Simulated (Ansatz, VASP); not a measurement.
Given: the input of a run of VASP 6.6.1 on AgRh.

File INCAR:

```
SYSTEM = AgRh
AGGAC = 1.0
AGGAX = 1.0
ALDAC = 0.0
ALDAX = 1.0
ALGO = Normal
EDIFF = 1E-7
EDIFFG = -0.01
ENCUT = 600
GGA = B5
IBRION = 2
ISIF = 3
ISMEAR = -1
LASPH = .True.
LCHARG = .False.
LREAL = .False.
LWAVE = .False.
NELM = 100
NSW = 60
PREC = Accurate
SIGMA = 0.05
```

The input KPOINTS:

```
k-points
0
Gamma
  11 11 6
  0 0 0
```

Contents of POSCAR:

```
AgRh
1.0
    2.7775881998      0.0000000000      0.0000000000
   -1.3887940999      2.4054619423      0.0000000000
    0.0000000000      0.0000000000      4.8086020000
Ag Rh
1 1
Direct
    0.0000000000      0.0000000000      0.5000000000
    0.6666666667      0.3333333333      0.0000000000
```

Potentials or basis: VASP PAW PBE potentials, release 64 (Ag, Rh_pv).

The run is started by

```bash
$ cat potpaw_PBE.64/Ag/POTCAR potpaw_PBE.64/Rh_pv/POTCAR > POTCAR
$ mpirun -np 1 vasp_std > vasp.out
```

Set up the same calculation for Ansatz 0.2.0. Potentials there: Ansatz PAW.

As run (the cutoff follows the program's own potentials):

Contents of input.yaml:

```yaml
crystal:
  lattice:
    - [2.7775881998, 0.0, 0.0]
    - [-1.3887940999, 2.4054619423, 0.0]
    - [0.0, 0.0, 4.808602]
  atoms:
    - { symbol: Ag, position: [0.0, 0.0, 0.5] }
    - { symbol: Rh, position: [0.6666666667, 0.3333333333, 0.0] }
hamiltonian:
  xc: blyp
  pseudopotentials: { kind: paw }
kpoints:
  mp_grid: { grid: [11, 11, 6] }
scf:
  occupations: { method: fermi_dirac, width: 0.05 }
output:
  forces: true
  stress: true
  eigenvalues: true
relax:
  f_tol: 0.01
  max_steps: 40
  cell: { stress_tol: 0.05 }
```

Potentials or basis: Ansatz PAW.

Run with:

```console
$ ansatz run input.yaml --threads 2 --pin off --max-ram 5632MiB --backend cpu --events-out ev --progress --plain --runs-dir out
```

Both were run:

|  | VASP | Ansatz | Ansatz less VASP |
| --- | --- | --- | --- |
| gap on the k mesh at the Fermi level, each at its own relaxed structure (eV) | none | none | - |
| relaxed volume (Å³/atom) | 16.88 | 16.86 | -0.021 |
| relaxed length of the cell vector where the two differ most in proportion (Å) | 2.822 | 2.820 | -0.0016 |

VASP's potentials were made for PBE, not for BLYP. A gap of «none» marks a metal or a gap that the smearing closes. VASP's potentials hold 26 valence electrons a cell and Ansatz's 36, so a difference there can come from the potentials and not from the codes.

Noted on Ansatz's run: the plane-wave basis is chosen anew once the cell has moved, so the energies of steps on either side of that aren't comparable.
